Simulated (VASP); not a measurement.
# Cu (Pm-3m) in VASP: a series of runs

Runs on Cu. Level: PBEsol. Tasks: single point, relaxation of cell and atoms.

Program: VASP 6.6.1. These are calculated values, not measurements. Logs are shortened: lines on timing, memory, paths and dates and some standing lists are left out, and cuts for length are marked.

## 1. The cell of the first run

The structure is cubic, space group Pm-3m (No. 221). The conventional cell has a = 2.450 Å, b = 2.450 Å, c = 2.450 Å, α = 90.00°, β = 90.00°, γ = 90.00°. Within 3.2 Å of Cu (site symmetry m-3m) lie 6 Cu at 2.45 Å.

## 2. Single point, PBEsol (volume scaled by 1.12)

File INCAR:

```
  PREC = Accurate
  ENCUT = 520
  EDIFF = 1E-7
  ISMEAR = -1
  SIGMA = 0.1
  LREAL = F
  LASPH = T
  NELM = 80
  ALGO = Normal
  ISIF = 2
  LWAVE = F
  LCHARG = F
  GGA = PS
  NBANDS = 12
```

File KPOINTS:

```
Automatic mesh
0
Gamma
  15 15 15
```

File POSCAR:

```
Cu
1.0
    2.4504603898      0.0000000000      0.0000000000
    0.0000000000      2.4504603898      0.0000000000
    0.0000000000      0.0000000000      2.4504603898
Cu
1
Direct
    0.0000000000      0.0000000000      0.0000000000
```

Potentials or basis: VASP PAW PBE potentials, release 64 (Cu).

Launch:

```console
$ cat potpaw_PBE.64/Cu/POTCAR > POTCAR
$ mpirun -np 1 vasp_std > vasp.out
```

OUTCAR:

```text
PREC = Accurate
   ENCUT = 520
   EDIFF = 1E-7
   ISMEAR = -1
   LREAL = F
   LASPH = T
   NELM = 80
   ISIF = 2
   GGA = PS

 ion  position               nearest neighbor table
   1  0.000  0.000  0.000-

  LATTYP: Found a simple cubic cell.
 ALAT       =     2.4504603898

  Lattice vectors:

 A1 = (   2.4504603898,   0.0000000000,   0.0000000000)
 A2 = (   0.0000000000,   2.4504603898,   0.0000000000)
 A3 = (   0.0000000000,   0.0000000000,   2.4504603898)

Analysis of symmetry for initial positions (statically):
=====================================================================
 Subroutine PRICEL returns:
 Original cell was already a primitive cell.

 Routine SETGRP: Setting up the symmetry group for a
 simple cubic supercell.

 Subroutine GETGRP returns: Found 48 space group operations
 (whereof 48 operations were pure point group operations)
 out of a pool of 48 trial point group operations.

The static configuration has the point symmetry O_h .

Analysis of symmetry for dynamics (positions and initial velocities):
=====================================================================
 Subroutine PRICEL returns:
 Original cell was already a primitive cell.

 Routine SETGRP: Setting up the symmetry group for a
 simple cubic supercell.

 Subroutine GETGRP returns: Found 48 space group operations
 (whereof 48 operations were pure point group operations)
 out of a pool of 48 trial point group operations.

The dynamic configuration has the point symmetry O_h .

 Subroutine INISYM returns: Found 48 space group operations
 (whereof 48 operations are pure point group operations),
 and found     1 'primitive' translations

----------------------------------------------------------------------------------------

                                     Primitive cell

  volume of cell :      14.7144

  direct lattice vectors                    reciprocal lattice vectors
     2.450460390  0.000000000  0.000000000     0.408086580  0.000000000  0.000000000
     0.000000000  2.450460390  0.000000000     0.000000000  0.408086580  0.000000000
     0.000000000  0.000000000  2.450460390     0.000000000  0.000000000  0.408086580

  length of vectors
     2.450460390  2.450460390  2.450460390     0.408086580  0.408086580  0.408086580

  position of ions in fractional coordinates (direct lattice)
     0.000000000  0.000000000  0.000000000

  ion indices of the primitive-cell ions
   primitive index   ion index
                 1           1

----------------------------------------------------------------------------------------

 KPOINTS: Automatic mesh

Automatic generation of k-mesh.
 Grid dimensions read from file:
 generate k-points for:   15   15   15

 Generating k-lattice:

  Cartesian coordinates                     Fractional coordinates (reciprocal lattice)
     0.027205772  0.000000000  0.000000000     0.066666667  0.000000000  0.000000000
     0.000000000  0.027205772  0.000000000     0.000000000  0.066666667  0.000000000
     0.000000000  0.000000000  0.027205772     0.000000000  0.000000000  0.066666667

  Length of vectors
     0.027205772  0.027205772  0.027205772

  Shift w.r.t. Gamma in fractional coordinates (k-lattice)
     0.000000000  0.000000000  0.000000000

 Subroutine IBZKPT returns following result:
 ===========================================

 Found    120 irreducible k-points:

 Following reciprocal coordinates:
            Coordinates               Weight
  0.000000  0.000000  0.000000      1.000000
  0.066667  0.000000  0.000000      6.000000
  0.133333  0.000000  0.000000      6.000000
  0.200000  0.000000  0.000000      6.000000
  0.266667  0.000000  0.000000      6.000000
  0.333333  0.000000  0.000000      6.000000
[... 16 lines left out ...]
  0.266667  0.200000  0.000000     24.000000
  0.333333  0.200000  0.000000     24.000000
 [... further k-points ...]
   k-points           NKPTS =    120   k-points in BZ     NKDIM =    120   number of bands    NBANDS=     12
   number of dos      NEDOS =    301   number of ions     NIONS =      1
   total plane-waves  NPLWV =   5832
   dimension x,y,z NGX =    18 NGY =   18 NGZ =   18
   dimension x,y,z NGXF=    36 NGYF=   36 NGZF=   36
   ions per type =               1
   NGX,Y,Z   is equivalent  to a cutoff of  12.21, 12.21, 12.21 a.u.
   NGXF,Y,Z  is equivalent  to a cutoff of  24.42, 24.42, 24.42 a.u.
 SYSTEM =  unknown system
   PREC   = accura    normal or accurate (medium, high low for compatibility)
   ISTART =      0    job   : 0-new  1-cont  2-samecut
   ICHARG =      2    charge: 1-file 2-atom 10-const
   ISPIN  =      1    spin polarized calculation?
   LNONCOLLINEAR =      F non collinear calculations
   LSORBIT =      F    spin-orbit coupling
   LASPH  =      T    aspherical Exc in radial PAW
   ENCUT  =  520.0 eV  38.22 Ry    6.18 a.u.   4.56  4.56  4.56*2*pi/ulx,y,z
   NELM   =     80;   NELMIN=  2; NELMDL= -5     # of ELM steps
   EDIFF  = 0.1E-06   stopping-criterion for ELM
   LREAL  =      F    real-space projection
   EDIFFG = 0.1E-05   stopping-criterion for IOM
   NSW    =      0    number of steps for IOM
   IBRION =     -1    ionic relax: 0-MD 1-quasi-New 2-CG
   NFREE  =      0    steps in history (QN), initial steepest desc. (CG)
   ISIF   =      2    stress and relaxation
   ISYM   =      2    0-nonsym 1-usesym 2-fastsym
   POTIM  = 0.5000    time-step for ionic-motion
   TEBEG  =    0.0;   TEEND  =   0.0 temperature during run
   PSTRESS=    0.0 pullay stress
   NELECT =      11.0000    total number of electrons
   NUPDOWN=      -1.0000    fix difference up-down
   EMIN   =  10.00;   EMAX   =-10.00  energy-range for DOS
   EFERMI =   0.00;   METHOD = LEGACY
   ISMEAR =    -1;   SIGMA  =   0.10  broadening in eV -4-tet -1-fermi 0-gaus
   EFERMI_NEDOS =   21; number of points for ismear=-14 and -15
   IALGO  =     38    algorithm
   IMIX   =      4    mixing-type and parameters
     AMIX     =   0.40;   BMIX     =  1.00
     AMIX_MAG =   1.60;   BMIX_MAG =  1.00
  volume/ion in A,a.u.               =      14.71        99.30
  Fermi-wavevector in a.u.,A,eV,Ry     =   1.485792  2.807740 30.035924  2.207578
  Thomas-Fermi vector in A             =   2.599159
   LORBIT       =      0    0 simple, 1 ext, 2 COOP (PROOUT), +10 PAW based schemes
   GGA     = PS    functional components
   LHFCALC =     F    Hartree Fock is set to
   AEXX    =    0.0000 exact exchange contribution
   IVDW    =     0    specifies the selected vdW correction
   LEPSILON=     F    determine dielectric tensor
   LRPA    =     F    only Hartree local field effects (RPA)
 non-spin polarized calculation
  energy-cutoff  :      520.00
  volume of cell :       14.71
 maximum number of plane-waves:       413
   NGX =  9   NGY =  9   NGZ =  9

 number of electron      10.9999966 magnetization

 Free energy of the ion-electron system (eV)
  ---------------------------------------------------
  ext. energy  EPLUGINS =         0.00000000
  ---------------------------------------------------
  free energy    TOTEN  =        -3.73796953 eV

  energy without entropy =       -3.72921137  energy(sigma->0) =       -3.73359045

 E-fermi :   4.7875     XC(G=0): -11.5992

 val. band max:        4.7015177845   @ k =   0.4000   0.2667   0.0667
 cond. band min:       4.9550511281   @ k =   0.4000   0.2000   0.2000
 fundamental gap:      0.2535333436
 Fermi energy:         4.7875213580

 k-point     1 :       0.0000    0.0000    0.0000
  band No.  band energies     occupation
      1      -2.8465      2.00000
      2       1.2663      2.00000
      3       1.2663      2.00000
      4       3.5690      1.99999
      5       3.5690      1.99999
      6       3.5690      1.99999
      7      21.7472      0.00000
      8      21.7472      0.00000
      9      21.7472      0.00000
     10      25.0726      0.00000
     11      25.0726      0.00000
     12      28.5776      0.00000

 k-point     2 :       0.0667    0.0000    0.0000
  band No.  band energies     occupation
      1      -2.7303      2.00000
      2       1.2786      2.00000
      3       1.3077      2.00000
      4       3.5365      1.99999
      5       3.5365      1.99999
      6       3.5716      1.99999
      7      20.0936      0.00000
      8      21.8962      0.00000
      9      21.8962      0.00000
     10      25.1278      0.00000
     11      26.2361      0.00000
     12      29.2936      0.00000

 k-point     3 :       0.1333    0.0000    0.0000
  band No.  band energies     occupation
      1      -2.3869      2.00000
      2       1.3135      2.00000
      3       1.4294      2.00000
      4       3.4457      2.00000
      5       3.4457      2.00000
      6       3.5790      1.99999
      7      17.4813      0.00000
      8      22.3362      0.00000
      9      22.3362      0.00000
     10      25.2948      0.00000
     11      27.1125      0.00000
     12      31.6997      0.00000

 k-point     4 :       0.2000    0.0000    0.0000
  band No.  band energies     occupation
      1      -1.8342      2.00000
      2       1.3655      2.00000
      3       1.6263      2.00000
      4       3.3152      2.00000
      5       3.3152      2.00000
      6       3.5900      1.99999
      7      14.8800      0.00000
      8      23.0468      0.00000
      9      23.0468      0.00000
     10      25.5768      0.00000
     11      27.5259      0.00000
     12      34.9669      0.00000

 k-point     5 :       0.2667    0.0000    0.0000
  band No.  band energies     occupation
      1      -1.1131      2.00000
      2       1.4256      2.00000
      3       1.8996      2.00000
      4       3.1694      2.00000
      5       3.1694      2.00000
      6       3.6026      1.99999
      7      12.4311      0.00000
      8      23.9979      0.00000
      9      23.9979      0.00000
     10      25.9766      0.00000
     11      27.8714      0.00000
     12      34.9621      0.00000

 k-point     6 :       0.3333    0.0000    0.0000
  band No.  band energies     occupation
      1      -0.3142      2.00000
      2       1.4837      2.00000
      3       2.2810      2.00000
      4       3.0340      2.00000
      5       3.0340      2.00000
      6       3.6148      1.99998
      7      10.1938      0.00000
      8      25.1488      0.00000
      9      25.1488      0.00000
     10      26.4883      0.00000
     11      28.2125      0.00000
     12      33.1986      0.00000

 k-point     7 :       0.4000    0.0000    0.0000
  band No.  band energies     occupation
      1       0.3788      2.00000
      2       1.5295      2.00000
      3       2.8520      2.00000
      4       2.9307      2.00000
      5       2.9307      2.00000
      6       3.6242      1.99998
      7       8.2465      0.00000
      8      26.4258      0.00000
      9      26.4258      0.00000
     10      27.0719      0.00000
     11      28.5177      0.00000
     12      31.7688      0.00000

 k-point     8 :       0.4667    0.0000    0.0000
  band No.  band energies     occupation
      1       0.7566      2.00000
      2       1.5548      2.00000
      3       2.8750      2.00000
      4       2.8750      2.00000
      5       3.5392      1.99999
      6       3.6294      1.99998
      7       6.8476      0.00000
      8      27.5604      0.00000
      9      27.5693      0.00000
     10      27.5693      0.00000
     11      28.7089      0.00000
     12      30.8540      0.00000
[... 166 lines left out ...]
 k-point    20 :       0.4000    0.1333    0.0000
  band No.  band energies     occupation
      1       0.7171      2.00000
      2       1.6816      2.00000
      3       2.2464      2.00000
      4       2.9521      2.00000
      5       3.5149      1.99999
      6       3.6594      1.99997
      7       8.5794      0.00000
      8      21.6198      0.00000
      9      26.2381      0.00000
     10      27.0132      0.00000
     11      28.1663      0.00000
     12      32.9705      0.00000

 k-point    21 :       0.4667    0.1333    0.0000
  band No.  band energies     occupation
      1       1.0774      2.00000
      2       1.7344      2.00000
      3       2.1847      2.00000
      4       2.8975      2.00000
      5       3.5211      1.99999
      6       4.4966      1.89661
      7       7.0248      0.00000
      8      22.9825      0.00000
      9      24.5274      0.00000
     10      28.2057      0.00000
     11      28.5603      0.00000
     12      31.4459      0.00000

 k-point    22 :       0.2000    0.2000    0.0000
  band No.  band energies     occupation
      1      -0.8689      2.00000
      2       1.5791      2.00000
      3       1.8858      2.00000
      4       3.0830      2.00000
      5       3.3200      2.00000
      6       3.3734      2.00000
      7      15.2000      0.00000
      8      16.7075      0.00000
      9      24.3264      0.00000
     10      27.0615      0.00000
     11      30.2144      0.00000
     12      34.4331      0.00000

 k-point    23 :       0.2667    0.2000    0.0000
  band No.  band energies     occupation
      1      -0.2132      2.00000
      2       1.6571      2.00000
      3       2.1116      2.00000
      4       3.0401      2.00000
      5       3.2019      2.00000
      6       3.3702      2.00000
      7      13.2412      0.00000
      8      16.9890      0.00000
      9      25.2683      0.00000
     10      27.3960      0.00000
     11      28.0771      0.00000
     12      35.6554      0.00000

 k-point    24 :       0.3333    0.2000    0.0000
  band No.  band energies     occupation
      1       0.4632      2.00000
      2       1.7193      2.00000
      3       2.2437      2.00000
      4       3.0741      2.00000
      5       3.3072      2.00000
      6       3.3854      2.00000
      7      11.0259      0.00000
      8      17.9162      0.00000
      9      25.7658      0.00000
     10      26.4179      0.00000
     11      28.1128      0.00000
     12      34.9882      0.00000

 [... further k-points ...]
[... 5 lines left out ...]
  --------------------------------------------------------------------------------------
  -------------------------------------------------------------------------------------
  Total       -0.9324538     -0.9324538     -0.9324538      0.0000000      0.0000000      0.0000000
  in kB     -101.5301071   -101.5301071   -101.5301071      0.0000000      0.0000000      0.0000000
  external PRESSURE =    -101.5301071 kB  Pullay stress =       0.0000000 kB

 VOLUME and BASIS-vectors are now :
 -----------------------------------------------------------------------------
  energy-cutoff  :      520.00
  volume of cell :       14.71
      direct lattice vectors                 reciprocal lattice vectors
     2.450460390  0.000000000  0.000000000     0.408086580  0.000000000  0.000000000
     0.000000000  2.450460390  0.000000000     0.000000000  0.408086580  0.000000000
     0.000000000  0.000000000  2.450460390     0.000000000  0.000000000  0.408086580

 POSITION                                       TOTAL-FORCE (eV/Angst)
 -----------------------------------------------------------------------------------
      0.00000      0.00000      0.00000         0.000000      0.000000      0.000000
 -----------------------------------------------------------------------------------
    total drift:                                0.000000      0.000000      0.000000

  FREE ENERGIE OF THE ION-ELECTRON SYSTEM (eV)
  ---------------------------------------------------
  free  energy   TOTEN  =        -3.7379695295 eV

  energy  without entropy=       -3.7292113675  energy(sigma->0) =       -3.73359045
```

It took 29 s on 1 thread of Intel Xeon 8259CL, shared host; peak memory 0.13 GiB.

Results:

| Property | Result |
| --- | --- |
| Free energy | -3.7380 eV |
| Pressure | -10.2 GPa |

Levels at points of the mesh, in eV from the Fermi level:
```
           k point  band 4  band 5  band 6  band 7  band 8  band 9
(0.00, 0.00, 0.00)   -1.22   -1.22   -1.22   16.96   16.96   16.96
```

Caveat: the PAW data sets were made with another functional, which shifts forces and pressure a little.

(Part 1 of 2 ends here.)
